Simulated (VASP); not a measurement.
Runs of VASP 6.6.1 on BaZrO3. The structure is that of space group Pm-3m (No. 221), or close to it. The cells are those of the table. 

```csv
task,cell,cutoff (eV),gap on the mesh (eV),pressure (GPa)
single point,"a = 4.079 Å, 5 atoms",520,3.29,11.9
single point,"a = 4.134 Å, 5 atoms",520,3.28,(a)
single point,"a = 4.112 Å, 5 atoms",520,3.29,(b)
single point,"a = 4.165 Å, 5 atoms",520,3.27,-0.6
relaxation of cell and atoms,"relaxed to 5 GPa from a = 4.191 Å, 5 atoms",600,3.29,4.8
single point,"a = 4.149 Å, 5 atoms",520,3.28,1.5
relaxation of cell and atoms,"relaxed to 2 GPa from a = 4.191 Å, 5 atoms",600,3.28,1.9
relaxation of cell and atoms,"relaxed from a = 4.191 Å, 5 atoms",600,3.27,0.0
```

Alike in all rows: level LDA; potentials or basis VASP PAW LDA potentials, release 64 (Ba_sv, Zr_sv, O); no spin polarisation; k mesh 3 × 3 × 3; smearing gaussian 0.01 eV.

Problem. Fill in the values left out.

Solution. (a) 3.6; (b) 6.7.

Caveats: all runs use coarse meshes; spin-orbit coupling is left out, which moves the levels of the heavy elements; the cell is relaxed towards a set pressure, so the enthalpy falls and the energy may rise (some runs).

A k mesh can miss the band edges, and the runs leave out spin-orbit coupling on Ba, Zr.
